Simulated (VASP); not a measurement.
# Ru (P6_3/mmc) in VASP: notebook

The runs below take Ru through single point, relaxation of cell and atoms, with PBE.

Program: VASP 6.6.1. These are calculated values, not measurements. Logs are shortened: lines on timing, memory, paths and dates and some standing lists are left out, and cuts for length are marked.

## Step 1: The cell of the first run

Symmetry: P6_3/mmc, No. 194, hexagonal system. Conventional cell: a = 2.720 Å, b = 2.720 Å, c = 4.297 Å, α = 90.00°, β = 90.00°, γ = 120.00°. Within 3.5 Å of Ru (site symmetry -6m2) lie 12 Ru at 2.66 to 2.72 Å.

## Step 2: Single point, PBE

INCAR

```
PREC = Accurate
ENCUT = 520
EDIFF = 1E-7
ISMEAR = 0
SIGMA = 0.1
LREAL = F
LASPH = T
NELM = 80
ALGO = Fast
ISIF = 2
LWAVE = F
LCHARG = F
GGA = PE
NBANDS = 21
```

KPOINTS

```
regular mesh
0
Gamma
  18 18 10
```

POSCAR

```
Ru
1.0
    2.7200402942      0.0000000000      0.0000000000
   -1.3600201471      2.3556239941      0.0000000000
    0.0000000000      0.0000000000      4.2968853596
Ru
2
Direct
    0.6666666667      0.3333333333      0.7500000000
    0.3333333333      0.6666666667      0.2500000000
```

Potentials or basis: VASP PAW PBE potentials, release 64 (Ru_pv).

Run with:

```bash
cat potpaw_PBE.64/Ru_pv/POTCAR > POTCAR
mpirun -np 1 vasp_std > vasp.out
```

OUTCAR:

```text
PREC = Accurate
   ENCUT = 520
   EDIFF = 1E-7
   ISMEAR = 0
   LREAL = F
   LASPH = T
   NELM = 80
   ISIF = 2
   GGA = PE

 ion  position               nearest neighbor table
   1  0.667  0.333  0.750-   2 2.66   2 2.66   2 2.66   2 2.66   2 2.66   2 2.66
   2  0.333  0.667  0.250-   1 2.66   1 2.66   1 2.66   1 2.66   1 2.66   1 2.66

  LATTYP: Found a hexagonal cell.
 ALAT       =     2.7200402942
 C/A-ratio  =     1.5797138626

  Lattice vectors:

 A1 = (   2.7200402942,   0.0000000000,   0.0000000000)
 A2 = (  -1.3600201471,   2.3556239941,   0.0000000000)
 A3 = (   0.0000000000,   0.0000000000,   4.2968853596)

Analysis of symmetry for initial positions (statically):
=====================================================================
 Subroutine PRICEL returns:
 Original cell was already a primitive cell.

 Routine SETGRP: Setting up the symmetry group for a
 hexagonal supercell.

 Subroutine GETGRP returns: Found 24 space group operations
 (whereof 12 operations were pure point group operations)
 out of a pool of 24 trial point group operations.

The static configuration has the point symmetry D_3d.
 The point group associated with its full space group is D_6h.

Analysis of symmetry for dynamics (positions and initial velocities):
=====================================================================
 Subroutine PRICEL returns:
 Original cell was already a primitive cell.

 Routine SETGRP: Setting up the symmetry group for a
 hexagonal supercell.

 Subroutine GETGRP returns: Found 24 space group operations
 (whereof 12 operations were pure point group operations)
 out of a pool of 24 trial point group operations.

The dynamic configuration has the point symmetry D_3d.
 The point group associated with its full space group is D_6h.

 Subroutine INISYM returns: Found 24 space group operations
 (whereof 12 operations are pure point group operations),
 and found     1 'primitive' translations

----------------------------------------------------------------------------------------

                                     Primitive cell

  volume of cell :      27.5318

  direct lattice vectors                    reciprocal lattice vectors
     2.720040294  0.000000000  0.000000000     0.367641613  0.212257984  0.000000000
    -1.360020147  2.355623994  0.000000000     0.000000000  0.424515968  0.000000000
     0.000000000  0.000000000  4.296885360     0.000000000  0.000000000  0.232726712

  length of vectors
     2.720040294  2.720040294  4.296885360     0.424515968  0.424515968  0.232726712

  position of ions in fractional coordinates (direct lattice)
     0.666666667  0.333333333  0.750000000
     0.333333333  0.666666667  0.250000000

  ion indices of the primitive-cell ions
   primitive index   ion index
                 1           1
                 2           2

----------------------------------------------------------------------------------------

 KPOINTS: regular mesh

Automatic generation of k-mesh.
 Grid dimensions read from file:
 generate k-points for:   18   18   10

 Generating k-lattice:

  Cartesian coordinates                     Fractional coordinates (reciprocal lattice)
     0.020424534  0.011792110  0.000000000     0.055555556 -0.000000000  0.000000000
     0.000000000  0.023584220  0.000000000     0.000000000  0.055555556  0.000000000
     0.000000000  0.000000000  0.023272671     0.000000000  0.000000000  0.100000000

  Length of vectors
     0.023584220  0.023584220  0.023272671

  Shift w.r.t. Gamma in fractional coordinates (k-lattice)
     0.000000000  0.000000000  0.000000000

 Subroutine IBZKPT returns following result:
 ===========================================

 Found    222 irreducible k-points:

 Following reciprocal coordinates:
            Coordinates               Weight
  0.000000  0.000000  0.000000      1.000000
  0.055556  0.000000  0.000000      6.000000
  0.111111  0.000000  0.000000      6.000000
  0.166667  0.000000  0.000000      6.000000
  0.222222  0.000000  0.000000      6.000000
  0.277778  0.000000  0.000000      6.000000
[... 16 lines left out ...]
  0.333333  0.111111  0.000000     12.000000
  0.388889  0.111111  0.000000     12.000000
 [... further k-points ...]
   k-points           NKPTS =    222   k-points in BZ     NKDIM =    222   number of bands    NBANDS=     21
   number of dos      NEDOS =    301   number of ions     NIONS =      2
   total plane-waves  NPLWV =  12800
   dimension x,y,z NGX =    20 NGY =   20 NGZ =   32
   dimension x,y,z NGXF=    40 NGYF=   40 NGZF=   64
   ions per type =               2
   NGX,Y,Z   is equivalent  to a cutoff of  12.22, 12.22, 12.38 a.u.
   NGXF,Y,Z  is equivalent  to a cutoff of  24.45, 24.45, 24.76 a.u.
 SYSTEM =  unknown system
   PREC   = accura    normal or accurate (medium, high low for compatibility)
   ISTART =      0    job   : 0-new  1-cont  2-samecut
   ICHARG =      2    charge: 1-file 2-atom 10-const
   ISPIN  =      1    spin polarized calculation?
   LNONCOLLINEAR =      F non collinear calculations
   LSORBIT =      F    spin-orbit coupling
   LASPH  =      T    aspherical Exc in radial PAW
   ENCUT  =  520.0 eV  38.22 Ry    6.18 a.u.   5.06  5.06  7.99*2*pi/ulx,y,z
   NELM   =     80;   NELMIN=  2; NELMDL= -5     # of ELM steps
   EDIFF  = 0.1E-06   stopping-criterion for ELM
   LREAL  =      F    real-space projection
   EDIFFG = 0.1E-05   stopping-criterion for IOM
   NSW    =      0    number of steps for IOM
   IBRION =     -1    ionic relax: 0-MD 1-quasi-New 2-CG
   NFREE  =      0    steps in history (QN), initial steepest desc. (CG)
   ISIF   =      2    stress and relaxation
   ISYM   =      2    0-nonsym 1-usesym 2-fastsym
   POTIM  = 0.5000    time-step for ionic-motion
   TEBEG  =    0.0;   TEEND  =   0.0 temperature during run
   PSTRESS=    0.0 pullay stress
   NELECT =      28.0000    total number of electrons
   NUPDOWN=      -1.0000    fix difference up-down
   EMIN   =  10.00;   EMAX   =-10.00  energy-range for DOS
   EFERMI =   0.00;   METHOD = LEGACY
   ISMEAR =     0;   SIGMA  =   0.10  broadening in eV -4-tet -1-fermi 0-gaus
   EFERMI_NEDOS =   21; number of points for ismear=-14 and -15
   IALGO  =     68    algorithm
   IMIX   =      4    mixing-type and parameters
     AMIX     =   0.40;   BMIX     =  1.00
     AMIX_MAG =   1.60;   BMIX_MAG =  1.00
  volume/ion in A,a.u.               =      13.77        92.90
  Fermi-wavevector in a.u.,A,eV,Ry     =   1.646326  3.111105 36.877082  2.710389
  Thomas-Fermi vector in A             =   2.735973
   LORBIT       =      0    0 simple, 1 ext, 2 COOP (PROOUT), +10 PAW based schemes
   GGA     = PE    functional components
   LHFCALC =     F    Hartree Fock is set to
   AEXX    =    0.0000 exact exchange contribution
   IVDW    =     0    specifies the selected vdW correction
   LEPSILON=     F    determine dielectric tensor
   LRPA    =     F    only Hartree local field effects (RPA)
 non-spin polarized calculation
 RMM-DIIS sequential band-by-band and
 Gauss-broadening in eV      SIGMA  =   0.10
  energy-cutoff  :      520.00
  volume of cell :       27.53
 maximum number of plane-waves:       759
   NGX = 11   NGY = 11   NGZ = 15

 number of electron      28.0000013 magnetization

 Free energy of the ion-electron system (eV)
  ---------------------------------------------------
  ext. energy  EPLUGINS =         0.00000000
  ---------------------------------------------------
  free energy    TOTEN  =       -18.47174803 eV

  energy without entropy =      -18.46243266  energy(sigma->0) =      -18.46709035

 E-fermi :  12.5834     XC(G=0): -14.0336

 val. band max:       12.5808548102   @ k =   0.1667   0.1111   0.3000
 cond. band min:      12.5856431975   @ k =   0.4444   0.1111   0.5000
 fundamental gap:      0.0047883873
 Fermi energy:        12.5833597830

 k-point     1 :       0.0000    0.0000    0.0000
  band No.  band energies     occupation
      1     -31.0081      2.00000
      2     -30.1156      2.00000
      3     -30.1156      2.00000
      4     -29.9511      2.00000
      5     -29.9511      2.00000
      6     -29.9117      2.00000
[... 13 lines left out ...]
     20      23.0308      0.00000
     21      23.0442      0.00000

 k-point     2 :       0.0556    0.0000    0.0000
  band No.  band energies     occupation
      1     -30.9981      2.00000
      2     -30.1369      2.00000
      3     -30.1229      2.00000
      4     -29.9735      2.00000
      5     -29.9540      2.00000
      6     -29.9164      2.00000
[... 13 lines left out ...]
     20      23.0325      0.00000
     21      23.0440      0.00000

 k-point     3 :       0.1111    0.0000    0.0000
  band No.  band energies     occupation
      1     -30.9684      2.00000
      2     -30.1984      2.00000
      3     -30.1435      2.00000
      4     -30.0372      2.00000
      5     -29.9627      2.00000
      6     -29.9305      2.00000
[... 13 lines left out ...]
     20      23.0308      0.00000
     21      23.0413      0.00000

 k-point     4 :       0.1667    0.0000    0.0000
  band No.  band energies     occupation
      1     -30.9209      2.00000
      2     -30.2926      2.00000
      3     -30.1742      2.00000
      4     -30.1332      2.00000
      5     -29.9766      2.00000
      6     -29.9542      2.00000
[... 13 lines left out ...]
     20      23.0307      0.00000
     21      23.0389      0.00000

 k-point     5 :       0.2222    0.0000    0.0000
  band No.  band energies     occupation
      1     -30.8586      2.00000
      2     -30.4082      2.00000
      3     -30.2482      2.00000
      4     -30.2108      2.00000
      5     -29.9945      2.00000
      6     -29.9872      2.00000
[... 13 lines left out ...]
     20      23.0307      0.00000
     21      23.0367      0.00000
[... 382 lines left out ...]
     20      23.0309      0.00000
     21      25.6864      0.00000

 k-point    22 :       0.2778    0.1111    0.0000
  band No.  band energies     occupation
      1     -30.6849      2.00000
      2     -30.6340      2.00000
      3     -30.5058      2.00000
      4     -30.2963      2.00000
      5     -30.0924      2.00000
      6     -30.0819      2.00000
[... 13 lines left out ...]
     20      23.0320      0.00000
     21      23.8903      0.00000

 k-point    23 :       0.3333    0.1111    0.0000
  band No.  band energies     occupation
      1     -30.7221      2.00000
      2     -30.6100      2.00000
      3     -30.5653      2.00000
      4     -30.3413      2.00000
      5     -30.1447      2.00000
      6     -30.1020      2.00000
[... 13 lines left out ...]
     20      23.6179      0.00000
     21      25.2413      0.00000

 k-point    24 :       0.3889    0.1111    0.0000
  band No.  band energies     occupation
      1     -30.7794      2.00000
      2     -30.6039      2.00000
      3     -30.5493      2.00000
      4     -30.3702      2.00000
      5     -30.1906      2.00000
      6     -30.1151      2.00000
[... 13 lines left out ...]
     20      24.5260      0.00000
     21      24.5673      0.00000

 [... further k-points ...]
[... 5 lines left out ...]
  --------------------------------------------------------------------------------------
  -------------------------------------------------------------------------------------
  Total       -0.0204034     -0.0204034     -0.0184733      0.0000000      0.0000000      0.0000000
  in kB       -1.1873495     -1.1873495     -1.0750257      0.0000000      0.0000000      0.0000000
  external PRESSURE =      -1.1499083 kB  Pullay stress =       0.0000000 kB

 VOLUME and BASIS-vectors are now :
 -----------------------------------------------------------------------------
  energy-cutoff  :      520.00
  volume of cell :       27.53
      direct lattice vectors                 reciprocal lattice vectors
     2.720040294  0.000000000  0.000000000     0.367641613  0.212257984  0.000000000
    -1.360020147  2.355623994  0.000000000     0.000000000  0.424515968  0.000000000
     0.000000000  0.000000000  4.296885360     0.000000000  0.000000000  0.232726712

 POSITION                                       TOTAL-FORCE (eV/Angst)
 -----------------------------------------------------------------------------------
      1.36002      0.78521      3.22266         0.000000     -0.000000      0.000000
     -0.00000      1.57042      1.07422        -0.000000      0.000000      0.000000
 -----------------------------------------------------------------------------------
    total drift:                               -0.000000      0.000000     -0.000000

  FREE ENERGIE OF THE ION-ELECTRON SYSTEM (eV)
  ---------------------------------------------------
  free  energy   TOTEN  =       -18.4717480306 eV

  energy  without entropy=      -18.4624326611  energy(sigma->0) =      -18.46709035
```

Run time: 58 s. Hardware: 1 thread of Intel Xeon Platinum 8488C (Sapphire Rapids), shared host; peak memory 0.21 GiB.

Results:

```yaml
Free_energy: -18.4717 eV
Pressure: -0.1 GPa
Band_gap_on_the_k_mesh: zero (bands 14 and 15 overlap by 3.07 eV)
```

## Step 3: Relaxation of cell and atoms, PBE

INCAR

```
SYSTEM = Ru
PREC = Accurate
ENCUT = 600
EDIFF = 1E-7
ISMEAR = 0
SIGMA = 0.1
LREAL = .FALSE.
LASPH = .TRUE.
NELM = 80
ALGO = Fast
ISIF = 3
LWAVE = .FALSE.
LCHARG = .FALSE.
GGA = PE
IBRION = 2
NSW = 80
EDIFFG = -0.01
```

KPOINTS

```
regular mesh
0
G
  18 18 10
  0 0 0
```

POSCAR

```
Ru
1.0
    2.7249141603      0.0000000000      0.0000000000
   -1.3624570801      2.3598448860      0.0000000000
    0.0000000000      0.0000000000      4.2850915336
Ru
2
Direct
    0.6666666667      0.3333333333      0.7500000000
    0.3333333333      0.6666666667      0.2500000000
```

Potentials or basis: VASP PAW PBE potentials, release 64 (Ru_pv).

Run with:

```bash
cat potpaw_PBE.64/Ru_pv/POTCAR > POTCAR
mpirun -np 1 vasp_std > vasp.out
```

Run time: 3.7 min. Hardware: 1 thread of Intel Xeon Platinum 8488C (Sapphire Rapids), shared host; peak memory 0.25 GiB.

It converged, with:

```yaml
Free_energy: -18.4721 eV
Relaxed_volume: 13.76 Å³/atom
Relaxed_cell: a = 2.719 Å, b = 2.719 Å, c = 4.296 Å, α = 90.00°, β = 90.00°, γ = 120.00°
Space_group_after_relaxing_to_0.1_Å: P6_3/mmc (No. 194)
Energy_gained_by_relaxing: 0.3 meV/atom
Ionic_steps: 5
Pressure_after_relaxing: 0.0 GPa
Band_gap_on_the_k_mesh: zero (bands 14 and 15 overlap by 3.07 eV)
```

The path:
```tsv
step	energy change (eV)	largest force (eV/Å)	pressure (GPa)	volume (Å³)
1	0.0000	0.0000	-0.35	27.55
2	0.0000	0.0000	0.95	27.43
3	-0.0005	0.0000	0.29	27.49
4	-0.0004	0.0000	-0.61	27.57
5	-0.0005	0.0000	-0.01	27.52
```

Final structure:
```
Ru
1.0
     2.71949    0.00000    0.00000
    -1.35975    2.35515    0.00000
     0.00000    0.00000    4.29626
Ru
2
Direct
  0.66667 0.33333 0.75000
  0.33333 0.66667 0.25000
```

Levels at points of the mesh, in eV from the Fermi level:
```tsv
k point	band 11	band 12	band 13	band 14	band 15	band 16	band 17	band 18
(0.00, 0.00, 0.00)	-2.35	-1.87	-1.87	-1.37	-1.37	1.17	1.17	1.30
(0.50, 0.00, 0.00)	-2.02	-1.77	-1.48	1.39	1.80	1.89	4.00	6.03
(0.00, 0.00, 0.50)	-2.70	-2.70	-2.65	-2.65	0.54	0.54	0.54	0.54
(0.50, 0.00, 0.50)	-1.03	-1.03	0.45	0.45	1.64	1.64	3.35	3.35
```
